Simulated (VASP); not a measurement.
# Cr2PbO3 (P-4m2) in VASP: notebook, part 2 of 2

VASP 6.6.1. Earlier steps stand in the parts before.

### 3 Relaxation of cell and atoms, PBE, collinear spin, ferromagnetic start

This run uses another cell than the first one, of 13.40 Å³/atom.

The input, INCAR:

```
SYSTEM = Cr2PbO3
PREC = Accurate
ENCUT = 600
EDIFF = 1E-6
ISMEAR = 0
SIGMA = 0.15
LREAL = .FALSE.
LASPH = .TRUE.
NELM = 150
ALGO = Normal
ISIF = 3
LWAVE = .FALSE.
LCHARG = .FALSE.
ISPIN = 2
MAGMOM = 3 3 0 0 0 0
LORBIT = 11
LMAXMIX = 4
GGA = PE
IBRION = 2
NSW = 36
EDIFFG = -0.08
```

The input, KPOINTS:

```
Automatic mesh
0
G
  4 4 2
  0 0 0
```

The input, POSCAR:

```
Cr2PbO3
1.0
    3.3152157300      0.0000000000      0.0000000000
    0.0000000000      3.3152157300      0.0000000000
    0.0000000000      0.0000000000      7.3172171600
Cr Pb O
2 1 3
Direct
    0.0000000000      0.5000000000      0.7365000200
    0.5000000000      0.0000000000      0.2634999800
    0.0000000000      0.0000000000      0.0000000000
    0.5000000000      0.5000000000      0.0000000000
    0.0000000000      0.5000000000      0.3835000100
    0.5000000000      0.0000000000      0.6164999900
```

Potentials or basis: VASP PAW PBE potentials, release 64 (Cr_pv, Pb_d, O).

Launch:

```sh
$ cat potpaw_PBE.64/Cr_pv/POTCAR potpaw_PBE.64/Pb_d/POTCAR potpaw_PBE.64/O/POTCAR > POTCAR
$ mpirun -np 1 vasp_std > vasp.out
```

OUTCAR:

```text
SYSTEM = Cr2PbO3
   PREC = Accurate
   ENCUT = 600
   EDIFF = 1E-6
   ISMEAR = 0
   LREAL = .FALSE.
   LASPH = .TRUE.
   NELM = 150
   ISIF = 3
   ISPIN = 2
   LORBIT = 11
   GGA = PE
   IBRION = 2
   NSW = 36
   EDIFFG = -0.08

 ion  position               nearest neighbor table
   1  0.000  0.500  0.737-   6 2.50   6 2.50   6 2.50   6 2.50   4 2.54   4 2.54   3 2.54   3 2.54

   2  0.500  0.000  0.263-   5 2.50   5 2.50   5 2.50   5 2.50   4 2.54   3 2.54   3 2.54   4 2.54

   3  0.000  0.000  0.000-   4 2.34   4 2.34   4 2.34   4 2.34   2 2.54   2 2.54   1 2.54   1 2.54

   4  0.500  0.500  0.000-   3 2.34   3 2.34   3 2.34   3 2.34   2 2.54   1 2.54   1 2.54   2 2.54

   5  0.000  0.500  0.384-   2 2.50   2 2.50   2 2.50   2 2.50
   6  0.500  0.000  0.616-   1 2.50   1 2.50   1 2.50   1 2.50

  LATTYP: Found a simple tetragonal cell.
 ALAT       =     3.3152157300
 C/A-ratio  =     2.2071616920

  Lattice vectors:

 A1 = (   3.3152157300,   0.0000000000,   0.0000000000)
 A2 = (   0.0000000000,   3.3152157300,   0.0000000000)
 A3 = (   0.0000000000,   0.0000000000,   7.3172171600)

Analysis of symmetry for initial positions (statically):
=====================================================================
 Subroutine PRICEL returns:
 Original cell was already a primitive cell.

 Routine SETGRP: Setting up the symmetry group for a
 simple tetragonal supercell.

 Subroutine GETGRP returns: Found  8 space group operations
 (whereof  8 operations were pure point group operations)
 out of a pool of 16 trial point group operations.

The static configuration has the point symmetry D_2d.

Analysis of symmetry for dynamics (positions and initial velocities):
=====================================================================
 Subroutine PRICEL returns:
 Original cell was already a primitive cell.

 Routine SETGRP: Setting up the symmetry group for a
 simple tetragonal supercell.

[... 164 lines left out ...]

------------------------ aborting loop because EDIFF is reached ----------------------------------------

  FORCE on cell =-STRESS in cart. coord.  units (eV):
  Direction    XX          YY          ZZ          XY          YZ          ZX
  --------------------------------------------------------------------------------------
  -------------------------------------------------------------------------------------
  Total       -0.0083311     -0.0083311      2.2617774      0.0000000      0.0000000      0.0000000
  in kB       -0.1659746     -0.1659746     45.0599717      0.0000000      0.0000000      0.0000000
  external PRESSURE =      14.9093408 kB  Pullay stress =       0.0000000 kB
[... 101 lines left out ...]
  FREE ENERGIE OF THE ION-ELECTRON SYSTEM (eV)
  ---------------------------------------------------
  free  energy   TOTEN  =       -41.4560394219 eV

  energy  without entropy=      -41.4210625671  energy(sigma->0) =      -41.43855099

[... ionic steps 4 to 8 ...]

--------------------------------------- Ionic step        9  -------------------------------------------

 number of electron      56.0000018 magnetization       7.8693156

------------------------ aborting loop because EDIFF is reached ----------------------------------------
[... 75 lines left out ...]
--------------------------------------- Ionic step       11  -------------------------------------------

 number of electron      56.0000022 magnetization       7.8143504

 Free energy of the ion-electron system (eV)
  ---------------------------------------------------
  ext. energy  EPLUGINS =         0.00000000
  ---------------------------------------------------
  free energy    TOTEN  =       -41.77699292 eV

  energy without entropy =      -41.73935576  energy(sigma->0) =      -41.75817434

 E-fermi :   6.9584     XC(G=0): -11.0321

 val. band max:        6.9378401940   @ k =   0.5000   0.2500   0.5000
 cond. band min:       6.9883378035   @ k =   0.5000   0.0000   0.0000
 fundamental gap:      0.0504976095
 Fermi energy:         6.9583773853

 spin component 1

 k-point     1 :       0.0000    0.0000    0.0000
  band No.  band energies     occupation
      1     -37.5925      1.00000
      2     -37.5925      1.00000
      3     -37.5651      1.00000
      4     -37.5651      1.00000
      5     -37.5307      1.00000
      6     -37.4856      1.00000
[... 457 lines left out ...]
     35      10.0135      0.00000
     36      10.7430      0.00000
 Fermi energy:         6.9583773853

 spin component 2

 k-point     1 :       0.0000    0.0000    0.0000
  band No.  band energies     occupation
      1     -34.0114      1.00000
      2     -34.0114      1.00000
      3     -33.9834      1.00000
      4     -33.9834      1.00000
      5     -33.8443      1.00000
      6     -33.7893      1.00000
[... 490 lines left out ...]
  FREE ENERGIE OF THE ION-ELECTRON SYSTEM (eV)
  ---------------------------------------------------
  free  energy   TOTEN  =       -41.7769929228 eV

  energy  without entropy=      -41.7393557627  energy(sigma->0) =      -41.75817434

 reached required accuracy - stopping structural energy minimisation

 total charge

# of ion       s       p       d       tot
------------------------------------------
    1        0.195   6.149   4.064  10.409
    2        0.195   6.149   4.064  10.409
    3        1.397   0.671   9.921  11.989
    4        1.602   3.372   0.000   4.974
    5        1.561   3.364   0.000   4.925
    6        1.561   3.364   0.000   4.925
--------------------------------------------------
tot          6.511  23.071  18.050  47.631

 magnetization (x)

# of ion       s       p       d       tot
------------------------------------------
    1        0.044   0.031   3.475   3.550
    2        0.044   0.031   3.475   3.550
    3       -0.007   0.037   0.003   0.033
    4        0.005   0.064   0.000   0.069
    5        0.012  -0.045   0.000  -0.033
    6        0.012  -0.045   0.000  -0.033
--------------------------------------------------
tot          0.110   0.072   6.954   7.135
```

CONTCAR:

```text
Cr2PbO3
   1.00000000000000
     3.2261598679823207   -0.0000000000000000    0.0000000000000000
     0.0000000000000000    3.2261598679823207   -0.0000000000000000
    -0.0000000000000000   -0.0000000000000000    8.0542658091139980
  Cr              Pb              O
     2     1     3
Direct
     0.0000000000000000    0.5000000000000000    0.6376099359204391
     0.5000000000000000    0.0000000000000000    0.3623900640795609
     0.0000000000000000    1.0000000000000000    1.0000000000000000
     0.5000000000000000    0.5000000000000000    0.0000000000000000
     0.0000000000000000    0.5000000000000000    0.3788748494064115
     0.5000000000000000    1.0000000000000000    0.6211251505935883

  0.00000000E+00  0.00000000E+00  0.00000000E+00
  0.00000000E+00  0.00000000E+00  0.00000000E+00
  0.00000000E+00  0.00000000E+00  0.00000000E+00
  0.00000000E+00  0.00000000E+00  0.00000000E+00
  0.00000000E+00  0.00000000E+00  0.00000000E+00
  0.00000000E+00  0.00000000E+00  0.00000000E+00
```

It took 9.6 min on 1 thread of Intel Xeon Platinum 8488C (Sapphire Rapids), shared host; peak memory 0.28 GiB.

What came out:

* Free energy: -41.7770 eV
* Relaxed volume: 13.97 Å³/atom
* Relaxed cell: a = 3.226 Å, b = 3.226 Å, c = 8.054 Å, α = 90.00°, β = 90.00°, γ = 90.00°
* Space group after relaxing (to 0.1 Å): P-4m2 (No. 115)
* Energy gained by relaxing: 773.2 meV/atom
* Ionic steps: 11
* Pressure after relaxing: 0.1 GPa
* Largest force after relaxing: 0.004 eV/Å
* Net moment: 7.81 μB per cell
* Site moments: Cr +3.55; Pb +0.03; O +0.07, -0.03 (each value once) μB
* Valence electrons inside the program's atomic spheres: Cr 10.41; Pb 11.99; O 4.97, 4.92 (each value once)

Forces on the atoms (eV/Å):
```
Cr   0.000  0.000 -0.003
Cr   0.000  0.000  0.003
Pb   0.000  0.000  0.000
O    0.000  0.000  0.000
O    0.000  0.000 -0.004
O    0.000  0.000  0.004
```

Stress tensor (GPa, compression positive):
```
-0.18  0.00  0.00
 0.00 -0.18  0.00
 0.00  0.00  0.60
```

Step by step:
| step | energy change (eV) | largest force (eV/Å) | pressure (GPa) | volume (Å³) |
| --- | --- | --- | --- | --- |
| 1 | 0.0000 | 6.2920 | 1.49 | 80.42 |
| 2 | -2.9956 | 3.3859 | -6.86 | 81.87 |
| 3 | -4.3185 | 0.8423 | -6.03 | 83.35 |
| 4 | -4.3757 | 0.7390 | -5.08 | 83.72 |
| 5 | -4.4652 | 0.4954 | 6.72 | 77.25 |
| 6 | -4.5178 | 0.6020 | 1.72 | 79.56 |
| 7 | -4.5810 | 0.4097 | 1.37 | 80.56 |
| 8 | -4.6269 | 0.2206 | 1.06 | 82.40 |
| 9 | -4.6331 | 0.1853 | -1.08 | 84.34 |
| 10 | -4.6345 | 0.1951 | -0.48 | 83.75 |
| 11 | -4.6395 | 0.0038 | 0.08 | 83.83 |

Final structure:
```
Cr Pb O
1.0
     3.22616    0.00000    0.00000
     0.00000    3.22616    0.00000
     0.00000    0.00000    8.05427
Cr Pb O
2 1 3
Direct
  0.00000 0.50000 0.63761
  0.50000 0.00000 0.36239
  0.00000 0.00000 0.00000
  0.50000 0.50000 0.00000
  0.00000 0.50000 0.37887
  0.50000 0.00000 0.62113
```

Caveat: the k points lie up to 0.49 Å⁻¹ apart in the final cell; spin-orbit coupling is left out, which moves the levels of the heavy elements; semilocal functionals often make such compounds metallic where correlation or magnetic order opens a gap, which also shifts bond lengths; the run started ferromagnetic, and an antiferromagnetic order may lie lower in energy.
